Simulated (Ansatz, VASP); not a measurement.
**Ag2Sn in VASP and in Ansatz**

INCAR

```
SYSTEM = Ag2Sn
ALGO     = Fast           ! electronic algorithm
EDIFF    = 1E-6           ! SCF threshold, eV
EDIFFG   = -0.01          ! ionic threshold
ENCUT    = 600            ! plane-wave cutoff, eV
GGA      = PE             ! functional
IBRION   = 2              ! ionic algorithm
ISIF     = 3              ! what is computed and relaxed
ISMEAR   = 0              ! smearing method
LASPH    = .TRUE.         ! aspherical terms in the spheres
LCHARG   = .FALSE.        ! write CHGCAR
LREAL    = .FALSE.        ! projectors in reciprocal space
LWAVE    = .FALSE.        ! write WAVECAR
NELM     = 100            ! most SCF steps
NSW      = 100            ! ionic steps
PREC     = Accurate       ! precision mode
SIGMA    = 0.1            ! smearing width, eV
```

Contents of KPOINTS:

```
k-points
0
G
  12 12 12
  0 0 0
```

File POSCAR:

```
Ag2Sn
1.0
    0.0000000000      3.2774378282      3.2774378282
    3.2774378282      0.0000000000      3.2774378282
    3.2774378282      3.2774378282      0.0000000000
Ag Sn
2 1
Direct
    0.2500000000      0.2500000000      0.2500000000
    0.7500000000      0.7500000000      0.7500000000
    0.0000000000      0.0000000000      0.0000000000
```

Input for Ansatz:

```yaml
crystal:
  lattice:
    - [0.0, 3.2774378282, 3.2774378282]
    - [3.2774378282, 0.0, 3.2774378282]
    - [3.2774378282, 3.2774378282, 0.0]
  atoms:
    - { symbol: Ag, position: [0.25, 0.25, 0.25] }
    - { symbol: Ag, position: [0.75, 0.75, 0.75] }
    - { symbol: Sn, position: [0.0, 0.0, 0.0] }
basis:
  ecutwfc: 420
kpoints:
  mp_grid: { grid: [12, 12, 12] }
hamiltonian:
  xc: pbe
scf:
  occupations: { method: gaussian, width: 0.1 }
output:
  forces: true
  stress: true
  eigenvalues: true
relax:
  adjacent_minimum: "off"
  f_tol: 0.01
  max_steps: 80
  cell: { stress_tol: 0.05 }
```

Alike in both runs: task relaxation of cell and atoms; functional PBE; k mesh 12 × 12 × 12; occupations gaussian, width 0.1 eV; no spin polarisation.

```csv
,VASP,Ansatz
version,VASP 6.6.1,Ansatz 0.2.0
potentials or method,"VASP PAW PBE potentials, release 64 (Ag, Sn_d), cutoff 600 eV","scalar-relativistic, plane waves, PAW"
valence electrons in the cell,36,52
```

```csv
,VASP,Ansatz,Ansatz less VASP
"gap on the k mesh at the Fermi level, each at its own relaxed structure (eV)",none,none,-
relaxed volume (Å³/atom),23.38,23.40,+0.024
relaxed cell length with the largest relative difference (Å),4.629,4.630,+0.0016
```

A gap of «none» marks a metal or a gap that the smearing closes. VASP's potentials hold 36 valence electrons a cell and Ansatz's 52, so a difference there can come from the potentials and not from the codes.
